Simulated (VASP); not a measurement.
The system is Sn2TeAs2.

```
Sn Te As
1.0
     4.15493    0.00000    0.00000
     0.00000    4.15493    0.00000
     0.00000    0.00000    7.93569
Sn Te As
2 1 2
Direct
  0.50000 0.00000 0.87066
  0.00000 0.50000 0.87066
  0.50000 0.50000 0.19975
  0.50000 0.00000 0.50581
  0.00000 0.50000 0.50581
```

The cell was generated, and may not be a known phase.

| Quantity | Value |
| --- | --- |
| Program | VASP 6.6.1 |
| Task | relaxation of cell and atoms |
| Functional | PBE |
| Potentials or basis | VASP PAW PBE potentials, release 64 (Sn_d, Te, As) |
| Cutoff | 600 eV |
| k mesh | 10 × 10 × 6 |
| Occupations | gaussian, width 0.1 eV |
| Spin | no spin polarisation |

At the start: pressure -0.0 GPa; volume 27.40 Å³/atom.

Where does the relaxation end?

Over 9 steps the energy falls by 3.0 meV/atom; space group P4mm (No. 99, to 0.1 Å) before and after.

The path:
```tsv
step	energy change (eV)	largest force (eV/Å)	pressure (GPa)	volume (Å³)
1	0.0000	0.1008	-0.04	137.00
2	-0.0066	0.1073	0.03	136.87
3	-0.0102	0.1144	0.16	136.67
4	-0.0130	0.0839	-0.11	137.30
5	-0.0135	0.0680	-0.29	137.77
6	-0.0149	0.0244	0.02	136.92
7	-0.0149	0.0278	0.00	136.99
8	-0.0150	0.0174	0.01	136.98
9	-0.0150	0.0034	0.01	136.97
```

Final structure:
```cif
data_structure
_symmetry_space_group_name_H-M 'P 1'
_symmetry_Int_Tables_number 1
_cell_length_a 4.1921
_cell_length_b 4.1921
_cell_length_c 7.7942
_cell_angle_alpha 90.000
_cell_angle_beta 90.000
_cell_angle_gamma 90.000
_cell_volume 136.97
loop_
_atom_site_label
_atom_site_type_symbol
_atom_site_fract_x
_atom_site_fract_y
_atom_site_fract_z
_atom_site_occupancy
Sn1 Sn 0.50000 0.00000 0.87320 1
Sn2 Sn 0.00000 0.50000 0.87320 1
Te1 Te 0.50000 0.50000 0.20392 1
As1 As 0.50000 0.00000 0.50118 1
As2 As 0.00000 0.50000 0.50118 1
```
